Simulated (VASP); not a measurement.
BW2, 6 atoms in the cell. It takes space group I4/mcm (No. 140, tetragonal). The conventional cell has a = 5.441 Å, b = 5.441 Å, c = 4.671 Å, α = 90.00°, β = 90.00°, γ = 90.00°. Within 3.1 Å of B (site symmetry 422) lie 8 W at 2.33 Å and 2 B at 2.34 Å. W (site symmetry m2m) has 4 B at 2.33 Å and 11 W at 2.61 to 2.98 Å within 3.1 Å. 

```yaml
Program: VASP 6.6.1
Task: single point
Functional: PBEsol
Potentials_or_basis: VASP PAW PBE potentials, release 64 (B, W_sv)
Cutoff: 520 eV
k_mesh: 10 × 10 × 10
Occupations: gaussian, width 0.1 eV
Spin: no spin polarisation
Dipole_correction: no
Further_INCAR_settings: ALGO = Fast; EDIFF = 1e-06; NBANDS = 40
```

Potentials or basis: VASP PAW PBE potentials, release 64 (B, W_sv).

The run is started by

```sh
$ cat potpaw_PBE.64/B/POTCAR potpaw_PBE.64/W_sv/POTCAR > POTCAR
$ mpirun -np 1 vasp_std > vasp.out
```

Hardware: 1 thread of Intel(R) Xeon(R) 6975P-C (Granite Rapids) (shared host).

How long does it take, and how much memory?

Run time: 120 s on 1 thread of Intel(R) Xeon(R) 6975P-C (Granite Rapids) (shared host), peak memory 0.35 GiB. Counts: scf iterations 14, k points 102.
